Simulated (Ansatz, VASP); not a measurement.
## One calculation of Sr2TeO, two programs

The input POSCAR:

```
Sr2TeO
1.0
    4.3563053256      0.0000000000      0.0000000000
    0.0000000000      4.3563053256      0.0000000000
    0.0000000000      0.0000000000      6.1723915144
O Sr Te
1 2 1
Direct
    0.0000000000      0.0000000000      0.0000000000
    0.0000000000      0.0000000000      0.5000000000
    0.5000000000      0.5000000000      0.0000000000
    0.5000000000      0.5000000000      0.5000000000
```

Contents of INCAR.step1:

```
SYSTEM = Sr2TeO
PREC = Accurate
ENCUT = 520
ISMEAR = 0
SIGMA = 0.01
LREAL = .False.
LASPH = .True.
NELM = 80
NBANDS = 24
GGA = PE
ALGO = Normal
EDIFF = 1E-4
LWAVE = .True.
LCHARG = .False.
```

File INCAR.step2:

```
SYSTEM = Sr2TeO
PREC = Accurate
ENCUT = 520
EDIFF = 1E-6
ISMEAR = 0
SIGMA = 0.01
LREAL = .False.
LASPH = .True.
NELM = 80
ALGO = Normal
ISIF = 2
LWAVE = .False.
LCHARG = .False.
METAGGA = R2SCAN
LMIXTAU = .True.
NBANDS = 24
ISTART = 1
```

Contents of KPOINTS:

```
regular mesh
0
Gamma
  6 6 4
  0 0 0
```

Input for Ansatz:

```yaml
crystal:
  lattice:
    - [4.3563053256, 0.0, 0.0]
    - [0.0, 4.3563053256, 0.0]
    - [0.0, 0.0, 6.1723915144]
  atoms:
    - { symbol: O, position: [0.0, 0.0, 0.0] }
    - { symbol: Sr, position: [0.0, 0.0, 0.5] }
    - { symbol: Te, position: [0.5, 0.5, 0.5] }
    - { symbol: Sr, position: [0.5, 0.5, 0.0] }
kpoints:
  mp_grid: { grid: [6, 6, 4] }
  band_path:
    path:
      - [0.0, 0.0, 0.0]
      - [0.0, 0.5, 0.0]
      - [0.5, 0.5, 0.0]
      - [0.0, 0.0, 0.5]
      - [0.0, 0.5, 0.5]
      - [0.5, 0.5, 0.5]
    npoints: 1
hamiltonian:
  xc: r2scan
scf:
  occupations: { method: fixed }
  n_extra_bands: 5
output:
  forces: true
  stress: true
  eigenvalues: true
```

Alike in both runs: task single point; functional r2SCAN; k mesh 6 × 6 × 4; no spin polarisation.

```csv
,VASP,Ansatz
version,VASP 6.6.1,Ansatz 0.2.0
potentials or method,"VASP PAW PBE potentials, release 64 (O, Sr_sv, Te)","plane waves, PAW"
plane-wave cutoff (eV),520,500
occupations,"gaussian, width 0.01 eV",fixed
valence electrons in the cell,32,42
```

|  | VASP | Ansatz | Ansatz less VASP |
| --- | --- | --- | --- |
| gap on the k mesh at the Fermi level (eV) | 1.82 | 1.84 | +0.024 |
| pressure (GPa) | 0.1 | 0.0 | -0.11 |

VASP's potentials were made for PBE, not for r2SCAN. VASP's potentials hold 32 valence electrons a cell and Ansatz's 42, so a difference there can come from the potentials and not from the codes.

Neither program's run includes spin-orbit coupling.
